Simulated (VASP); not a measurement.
The system is K.

```
CELL_PARAMETERS angstrom
0.00000 4.43835 4.43835
4.43835 0.00000 4.43835
4.43835 4.43835 0.00000
ATOMIC_POSITIONS crystal
K 0.50000 0.50000 0.50000
K 0.75000 0.75000 0.75000
```

This isn't the form of K at room conditions, which is bcc.

- Program: VASP 6.6.1
- Task: relaxation of cell and atoms
- Functional: PBE
- Potentials or basis: VASP PAW PBE potentials, release 64 (K_sv)
- Cutoff: 600 eV
- k mesh: 12 × 12 × 12
- Occupations: gaussian, width 0.1 eV
- Spin: no spin polarisation

At the start: pressure 0.4 GPa; volume 87.43 Å³/atom.

**Question.** How do energy, volume and symmetry change on relaxing?

**Answer.** Over 5 steps the energy falls by 27.4 meV/atom and the volume is 112.26 Å³/atom (+28.4 %); space group Fd-3m (No. 227, to 0.1 Å) before and after.

Step by step:
```
step  energy change (eV)  largest force (eV/Å)  pressure (GPa)  volume (Å³)
   1              0.0000                0.0000            0.44       174.86
   2             -0.0152                0.0000            0.36       181.00
   3             -0.0449                0.0000            0.15       200.27
   4             -0.0487                0.0000           -0.09       242.82
   5             -0.0548                0.0000           -0.01       224.53
```

Final structure:
```
K
1.0
     0.00000    4.82406    4.82406
     4.82406    0.00000    4.82406
     4.82406    4.82406    0.00000
K
2
Cartesian
  4.8241 4.8241 4.8241
  7.2361 7.2361 7.2361
```

Caveat: the volume moved by over 15 % at a fixed basis, so the end points are rough.
